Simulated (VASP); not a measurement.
# Sr3Bi (P-62m) in VASP: notebook, part 2 of 2

VASP 6.6.1. Earlier steps stand in the parts before.

## 3. Single point, PBE

This run uses another cell than the first one, of 56.35 Å³/atom.

INCAR

```
PREC = Accurate
ENCUT = 520
EDIFF = 1E-6
ISMEAR = 0
SIGMA = 0.1
LREAL = False
LASPH = True
NELM = 80
ALGO = Fast
ISIF = 2
LWAVE = False
LCHARG = True
GGA = PE
LELF = True
LVHAR = True
NBANDS = 30
```

KPOINTS

```
Automatic mesh
0
Gamma
  6 6 4
```

POSCAR

```
Sr3Bi
1.0
    7.5029522491      0.0000000038      0.0000000000
   -3.7514761279      6.4977472492      0.0000000000
    0.0000000000      0.0000000000      4.6235969197
Sr Bi
3 1
Direct
    0.6752076054      0.0000000000      0.5000000000
    0.0000000000      0.6752076054      0.5000000000
    0.3247923946      0.3247923946      0.5000000000
    0.0000000000      0.0000000000      0.0000000000
```

Potentials or basis: VASP PAW PBE potentials, release 64 (Sr_sv, Bi_d).

On the command line:

```console
cat potpaw_PBE.64/Sr_sv/POTCAR potpaw_PBE.64/Bi_d/POTCAR > POTCAR
mpirun -np 1 vasp_std > vasp.out
```

OUTCAR:

```text
PREC = Accurate
   ENCUT = 520
   EDIFF = 1E-6
   ISMEAR = 0
   LREAL = False
   LASPH = True
   NELM = 80
   ISIF = 2
   GGA = PE

 ion  position               nearest neighbor table
   1  0.675  0.000  0.500-   4 3.36   4 3.36   3 4.22   2 4.22   2 4.39   3 4.39   2 4.39   3 4.39

   2  0.000  0.675  0.500-   4 3.36   4 3.36   3 4.22   1 4.22   3 4.39   1 4.39   1 4.39   3 4.39

   3  0.325  0.325  0.500-   4 3.36   4 3.36   1 4.22   2 4.22   2 4.39   1 4.39   1 4.39   2 4.39

   4  0.000  0.000  0.000-   3 3.36   3 3.36   1 3.36   1 3.36   2 3.36   2 3.36

  LATTYP: Found a hexagonal cell.
 ALAT       =     7.5029522491
 C/A-ratio  =     0.6162370179

  Lattice vectors:

 A1 = (   7.5029522491,   0.0000000038,   0.0000000000)
 A2 = (  -3.7514761279,   6.4977472492,   0.0000000000)
 A3 = (   0.0000000000,   0.0000000000,   4.6235969197)

Analysis of symmetry for initial positions (statically):
=====================================================================
 Subroutine PRICEL returns:
 Original cell was already a primitive cell.

 Routine SETGRP: Setting up the symmetry group for a
 hexagonal supercell.

 Subroutine GETGRP returns: Found 12 space group operations
 (whereof 12 operations were pure point group operations)
 out of a pool of 24 trial point group operations.

The static configuration has the point symmetry D_3h.

Analysis of symmetry for dynamics (positions and initial velocities):
=====================================================================
 Subroutine PRICEL returns:
 Original cell was already a primitive cell.

 Routine SETGRP: Setting up the symmetry group for a
 hexagonal supercell.

 Subroutine GETGRP returns: Found 12 space group operations
 (whereof 12 operations were pure point group operations)
 out of a pool of 24 trial point group operations.

The dynamic configuration has the point symmetry D_3h.

 Subroutine INISYM returns: Found 12 space group operations
 (whereof 12 operations are pure point group operations),
 and found     1 'primitive' translations

----------------------------------------------------------------------------------------

                                     Primitive cell

  volume of cell :     225.4109

  direct lattice vectors                    reciprocal lattice vectors
     7.502952249  0.000000004  0.000000000     0.133280870  0.076949746  0.000000000
    -3.751476128  6.497747249  0.000000000    -0.000000000  0.153899492  0.000000000
     0.000000000  0.000000000  4.623596920     0.000000000  0.000000000  0.216281829

  length of vectors
     7.502952249  7.502952249  4.623596920     0.153899492  0.153899492  0.216281829

  position of ions in fractional coordinates (direct lattice)
     0.675207605  0.000000000  0.500000000
     0.000000000  0.675207605  0.500000000
     0.324792395  0.324792395  0.500000000
     0.000000000  0.000000000  0.000000000

  ion indices of the primitive-cell ions
   primitive index   ion index
                 1           1
                 2           2
                 3           3
                 4           4

----------------------------------------------------------------------------------------

 KPOINTS: Automatic mesh

Automatic generation of k-mesh.
 Grid dimensions read from file:
 generate k-points for:    6    6    4

 Generating k-lattice:

  Cartesian coordinates                     Fractional coordinates (reciprocal lattice)
     0.022213478  0.012824958  0.000000000     0.166666667  0.000000000  0.000000000
    -0.000000000  0.025649915  0.000000000     0.000000000  0.166666667  0.000000000
     0.000000000  0.000000000  0.054070457     0.000000000  0.000000000  0.250000000

  Length of vectors
     0.025649915  0.025649915  0.054070457

  Shift w.r.t. Gamma in fractional coordinates (k-lattice)
     0.000000000  0.000000000  0.000000000

 Subroutine IBZKPT returns following result:
 ===========================================

 Found     21 irreducible k-points:

 Following reciprocal coordinates:
            Coordinates               Weight
  0.000000  0.000000  0.000000      1.000000
  0.166667 -0.000000  0.000000      6.000000
  0.333333  0.000000  0.000000      6.000000
  0.500000  0.000000  0.000000      3.000000
  0.166667  0.166667  0.000000      6.000000
  0.333333  0.166667  0.000000     12.000000
[... 13 lines left out ...]
  0.333333  0.166667  0.500000     12.000000
  0.333333  0.333333  0.500000      2.000000
   k-points           NKPTS =     21   k-points in BZ     NKDIM =     21   number of bands    NBANDS=     30
   number of dos      NEDOS =    301   number of ions     NIONS =      4
   total plane-waves  NPLWV = 112896
   dimension x,y,z NGX =    56 NGY =   56 NGZ =   36
   dimension x,y,z NGXF=   112 NGYF=  112 NGZF=   72
   ions per type =               3   1
   NGX,Y,Z   is equivalent  to a cutoff of  12.41, 12.41, 12.94 a.u.
   NGXF,Y,Z  is equivalent  to a cutoff of  24.82, 24.82, 25.89 a.u.
 SYSTEM =  unknown system
   PREC   = accura    normal or accurate (medium, high low for compatibility)
   ISTART =      0    job   : 0-new  1-cont  2-samecut
   ICHARG =      2    charge: 1-file 2-atom 10-const
   ISPIN  =      1    spin polarized calculation?
   LNONCOLLINEAR =      F non collinear calculations
   LSORBIT =      F    spin-orbit coupling
   LASPH  =      T    aspherical Exc in radial PAW
   ENCUT  =  520.0 eV  38.22 Ry    6.18 a.u.  13.95 13.95  8.60*2*pi/ulx,y,z
   NELM   =     80;   NELMIN=  2; NELMDL= -5     # of ELM steps
   EDIFF  = 0.1E-05   stopping-criterion for ELM
   LREAL  =      F    real-space projection
   EDIFFG = 0.1E-04   stopping-criterion for IOM
   NSW    =      0    number of steps for IOM
   IBRION =     -1    ionic relax: 0-MD 1-quasi-New 2-CG
   NFREE  =      0    steps in history (QN), initial steepest desc. (CG)
   ISIF   =      2    stress and relaxation
   ISYM   =      2    0-nonsym 1-usesym 2-fastsym
   POTIM  = 0.5000    time-step for ionic-motion
   TEBEG  =    0.0;   TEEND  =   0.0 temperature during run
   PSTRESS=    0.0 pullay stress
   NELECT =      45.0000    total number of electrons
   NUPDOWN=      -1.0000    fix difference up-down
   EMIN   =  10.00;   EMAX   =-10.00  energy-range for DOS
   EFERMI =   0.00;   METHOD = LEGACY
   ISMEAR =     0;   SIGMA  =   0.10  broadening in eV -4-tet -1-fermi 0-gaus
   EFERMI_NEDOS =   21; number of points for ismear=-14 and -15
   IALGO  =     68    algorithm
   IMIX   =      4    mixing-type and parameters
     AMIX     =   0.40;   BMIX     =  1.00
     AMIX_MAG =   1.60;   BMIX_MAG =  1.00
  volume/ion in A,a.u.               =      56.35       380.29
  Fermi-wavevector in a.u.,A,eV,Ry     =   0.956799  1.808088 12.455647  0.915464
  Thomas-Fermi vector in A             =   2.085760
   LORBIT       =      0    0 simple, 1 ext, 2 COOP (PROOUT), +10 PAW based schemes
   GGA     = PE    functional components
   LHFCALC =     F    Hartree Fock is set to
   AEXX    =    0.0000 exact exchange contribution
   IVDW    =     0    specifies the selected vdW correction
   LEPSILON=     F    determine dielectric tensor
   LRPA    =     F    only Hartree local field effects (RPA)
 non-spin polarized calculation
 RMM-DIIS sequential band-by-band and
 Gauss-broadening in eV      SIGMA  =   0.10
  energy-cutoff  :      520.00
  volume of cell :      225.41
 maximum number of plane-waves:      6092
 NGX is ok and might be reduce to    56
   NGX = 27   NGY = 27   NGZ = 17

 number of electron      44.9999995 magnetization

 Free energy of the ion-electron system (eV)
  ---------------------------------------------------
  ext. energy  EPLUGINS =         0.00000000
  ---------------------------------------------------
  free energy    TOTEN  =        -9.96319292 eV

  energy without entropy =       -9.94170187  energy(sigma->0) =       -9.95244739

 E-fermi :   1.7532     XC(G=0):  -7.1550

 val. band max:        1.7389709638   @ k =   0.3333   0.0000   0.2500
 cond. band min:       1.8177121307   @ k =   0.1667   0.1667   0.2500
 fundamental gap:      0.0787411669
 Fermi energy:         1.7532236601

 k-point     1 :       0.0000    0.0000    0.0000
  band No.  band energies     occupation
      1     -34.8728      2.00000
      2     -34.8638      2.00000
      3     -34.8638      2.00000
      4     -20.1116      2.00000
      5     -20.1116      2.00000
      6     -20.1109      2.00000
[... 682 lines left out ...]
     29       3.7502      0.00000
     30       4.5487      0.00000

------------------------ aborting loop because EDIFF is reached ----------------------------------------

  FORCE on cell =-STRESS in cart. coord.  units (eV):
  Direction    XX          YY          ZZ          XY          YZ          ZX
  --------------------------------------------------------------------------------------
  -------------------------------------------------------------------------------------
  Total        0.0779025      0.0779025     -0.1787128     -0.0000000     -0.0000000      0.0000000
  in kB        0.5537158      0.5537158     -1.2702558     -0.0000000     -0.0000000      0.0000000
  external PRESSURE =      -0.0542747 kB  Pullay stress =       0.0000000 kB

 VOLUME and BASIS-vectors are now :
 -----------------------------------------------------------------------------
  energy-cutoff  :      520.00
  volume of cell :      225.41
      direct lattice vectors                 reciprocal lattice vectors
     7.502952249  0.000000004  0.000000000     0.133280870  0.076949746  0.000000000
    -3.751476128  6.497747249  0.000000000    -0.000000000  0.153899492  0.000000000
     0.000000000  0.000000000  4.623596920     0.000000000  0.000000000  0.216281829

 POSITION                                       TOTAL-FORCE (eV/Angst)
 -----------------------------------------------------------------------------------
      5.06605      0.00000      2.31180        -0.045016     -0.000000      0.000000
     -2.53303      4.38733      2.31180         0.022508     -0.038985     -0.000000
      1.21845      2.11042      2.31180         0.022508      0.038985     -0.000000
      0.00000      0.00000      0.00000         0.000000      0.000000     -0.000000
 -----------------------------------------------------------------------------------
    total drift:                                0.000000      0.000000      0.000000

  FREE ENERGIE OF THE ION-ELECTRON SYSTEM (eV)
  ---------------------------------------------------
  free  energy   TOTEN  =        -9.9631929186 eV

  energy  without entropy=       -9.9417018689  energy(sigma->0) =       -9.95244739
```

OSZICAR:

```text
N       E                     dE             d eps       ncg     rms          rms(c)
DAV:   1     0.369400079886E+03    0.36940E+03   -0.20630E+04  1260   0.130E+03
DAV:   2     0.244513987557E+02   -0.34495E+03   -0.33712E+03  1362   0.348E+02
DAV:   3    -0.804225299081E+01   -0.32494E+02   -0.32052E+02  1844   0.106E+02
[... 23 lines left out ...]
RMM:  27    -0.996318746120E+01   -0.23050E-05   -0.25602E-05  1430   0.138E-02    0.879E-03
RMM:  28    -0.996318940078E+01   -0.19396E-05   -0.20527E-05  1334   0.118E-02    0.943E-03
RMM:  29    -0.996319084215E+01   -0.14414E-05   -0.15535E-05  1265   0.105E-02    0.965E-03
RMM:  30    -0.996319202056E+01   -0.11784E-05   -0.12588E-05  1229   0.935E-03    0.103E-02
RMM:  31    -0.996319291855E+01   -0.89799E-06   -0.96934E-06  1181   0.833E-03
   1 F= -.99631929E+01 E0= -.99524474E+01  d E =-.214910E-01
```

stdout:

```text
POSCAR found type information on POSCAR SrBi
 POSCAR found :  2 types and       4 ions
 scaLAPACK will be used
 LDA part: xc-table for (Slater+PW92), standard interpolation
 POSCAR, INCAR and KPOINTS ok, starting setup
 FFT: planning ... GRIDC
 FFT: planning ... GRID_SOFT
 FFT: planning ... GRID
 WAVECAR not read
 entering main loop
WARNING in EDDRMM: call to ZHEGV failed, returncode =   6  3     18
WARNING in EDDRMM: call to ZHEGV failed, returncode =   6  3     18
WARNING in EDDRMM: call to ZHEGV failed, returncode =   8  4     28
```

Run time: 13 min. Hardware: 1 thread of AMD EPYC 7R13, shared host; peak memory 0.38 GiB.

What came out:

| Quantity | Value |
| --- | --- |
| Free energy | -9.9632 eV |
| Pressure | 0.0 GPa |
| Largest force | 0.045 eV/Å |
| Band gap on the k mesh | zero (an odd number of electrons rules out a gap without spin polarisation) |

Forces on the atoms (eV/Å):
```
Sr  -0.045  0.000  0.000
Sr   0.023 -0.039  0.000
Sr   0.023  0.039  0.000
Bi   0.000  0.000  0.000
```

Caveat: spin-orbit coupling is left out, which moves the levels of the heavy elements.

## 4. Single point, PBE

This run uses another cell than the first one, of 55.68 Å³/atom.

INCAR

```
SYSTEM = Sr3Bi
ALGO = Fast
EDIFF = 1E-7
ENCUT = 520
GGA = PE
ISIF = 2
ISMEAR = 0
LASPH = .TRUE.
LCHARG = .FALSE.
LREAL = .FALSE.
LWAVE = .FALSE.
NBANDS = 30
NELM = 100
PREC = Accurate
SIGMA = 0.1
```

KPOINTS

```
k-points
0
G
  6 6 10
  0 0 0
```

POSCAR

```
Sr3Bi
1.0
    7.5048340668      0.0000000000      0.0000000000
   -3.7524170334      6.4993769530      0.0000000000
    0.0000000000      0.0000000000      4.5662439341
Sr Bi
3 1
Direct
    0.6716414965      0.0000000000      0.5000000000
    0.0000000000      0.6716414965      0.5000000000
    0.3283585035      0.3283585035      0.5000000000
    0.0000000000      0.0000000000      0.0000000000
```

On the command line:

```console
cat potpaw_PBE.64/Sr_sv/POTCAR potpaw_PBE.64/Bi_d/POTCAR > POTCAR
mpirun -np 1 vasp_std > vasp.out
```

Run time: 30 min. Hardware: 1 thread of AMD EPYC 7R13, shared host; peak memory 0.46 GiB.

It converged, with:

```
Free energy            : -9.9761 eV
Pressure               : 0.0 GPa
Band gap on the k mesh : zero (an odd number of electrons rules out a gap without spin polarisation)
```

Levels at points of the mesh, in eV from the Fermi level:
| k point | band 18 | band 19 | band 20 | band 21 | band 22 | band 23 | band 24 | band 25 | band 26 | band 27 |
| --- | --- | --- | --- | --- | --- | --- | --- | --- | --- | --- |
| (0.00, 0.00, 0.00) | -10.16 | -2.12 | -1.90 | -1.90 | -0.69 | 0.37 | 0.40 | 0.40 | 0.81 | 2.13 |
| (0.50, 0.00, 0.00) | -10.14 | -2.75 | -2.16 | -0.93 | -0.76 | -0.06 | 0.83 | 0.97 | 1.21 | 1.26 |
| (0.00, 0.00, 0.50) | -9.94 | -3.04 | -1.48 | -1.48 | -0.30 | 0.08 | 1.07 | 1.30 | 1.30 | 1.31 |
| (0.50, 0.00, 0.50) | -9.94 | -2.75 | -1.53 | -1.49 | -0.42 | 0.20 | 0.59 | 0.66 | 1.08 | 1.65 |

Caveat: spin-orbit coupling is left out, which moves the levels of the heavy elements.

## 5. Overview

| cell | k mesh | further INCAR settings | gap on the mesh (eV) | pressure (GPa) | largest force (eV/Å) |
| --- | --- | --- | --- | --- | --- |
| a = 5.632, b = 5.632, c = 4.777 Å, angles 90.0, 90.0, 120.0°, 4 atoms, atomic positions A | 6 × 6 × 4 | ALGO = Fast; EDIFF = 1e-06; NBANDS = 30 | none | 21.4 | 3.58 |
| a = 7.503, b = 7.503, c = 4.624 Å, angles 90.0, 90.0, 120.0°, 4 atoms, atomic positions B | 6 × 6 × 4 | ALGO = Fast; EDIFF = 1e-06; NBANDS = 30 | none | 0.0 | 0.05 |
| a = 7.505, b = 7.505, c = 4.566 Å, angles 90.0, 90.0, 120.0°, 4 atoms, atomic positions C | 6 × 6 × 10 | ALGO = Fast; EDIFF = 1e-07; NBANDS = 30 | none | 0.0 | - |

Alike in all rows: task single point; level PBE; potentials or basis VASP PAW PBE potentials, release 64 (Sr_sv, Bi_d); no spin polarisation; cutoff (eV) 520; smearing gaussian 0.1 eV.

Caveats: spin-orbit coupling is left out, which moves the levels of the heavy elements; the cell stands under pressure (at least some runs); forces of over 1 eV/Å act on the atoms, so gaps and moduli don't describe the material at rest (at least some runs).

Absolute energies hang on the potentials; compare differences alone.
